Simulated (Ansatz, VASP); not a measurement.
Hf: VASP beside Ansatz

Contents of INCAR:

```
ALGO = Normal
EDIFF = 1E-6
ENCUT = 520
GGA = PE
ISIF = 2
ISMEAR = 1
LASPH = T
LCHARG = F
LREAL = F
LWAVE = F
NBANDS = 17
NELM = 100
PREC = Accurate
SIGMA = 0.3
```

The input KPOINTS:

```
k-points
0
Gamma
  11 11 6
```

The input POSCAR:

```
Hf
1.0
    3.2045059552      0.0000000000      0.0000000000
   -1.6022529776      2.7751835638      0.0000000000
    0.0000000000      0.0000000000      5.0738215932
Hf
2
Direct
    0.3333333333      0.6666666667      0.2500000000
    0.6666666667      0.3333333333      0.7500000000
```

Input for Ansatz:

```yaml
crystal:
  lattice:
    - [3.2045059552, 0.0, 0.0]
    - [-1.6022529776, 2.7751835638, 0.0]
    - [0.0, 0.0, 5.0738215932]
  atoms:
    - { symbol: Hf, position: [0.3333333333, 0.6666666667, 0.25] }
    - { symbol: Hf, position: [0.6666666667, 0.3333333333, 0.75] }
hamiltonian:
  xc: pbe
  pseudopotentials:
    kind: paw
    azcp:
      Hf: "pseudopotentials/Hf.paw.azcp"
basis:
  ecutwfc: 420
  fft_grid_basis: typed
kpoints:
  mp_grid: { grid: [11, 11, 6], shift: [0, 0, 0] }
magnetization:
  spin_polarized: false
scf:
  occupations: { method: methfessel_paxton, width: 0.3 }
  lower_state_search: "off"
output:
  stress: true
```

Alike in both runs: task single point; functional PBE; k mesh 11 × 11 × 6; occupations methfessel-paxton of order 1, width 0.3 eV; no spin polarisation.

```csv
,VASP,Ansatz
version,VASP 6.6.1,Ansatz 0.2.0
potentials or method,"VASP PAW PBE potentials, release 64 (Hf_pv), cutoff 520 eV","plane waves (420 eV) with PAW, scalar-relativistic"
valence electrons in the cell,20,52
```

Ansatz gave:

```
pressure (GPa)                                                : -0.1
traceless stress, the component that is largest in VASP (GPa) : -0.15
```

**Question.** What did VASP give for the same quantities?

**Answer.** Pressure (GPa): -0.5; traceless stress, the component that is largest in VASP (GPa): -0.22.

With one functional, cell and mesh, what is left measures potentials, basis and numerics. VASP's potentials hold 20 valence electrons a cell and Ansatz's 52, so a difference there can come from the potentials and not from the codes.

Neither program's run includes spin-orbit coupling.
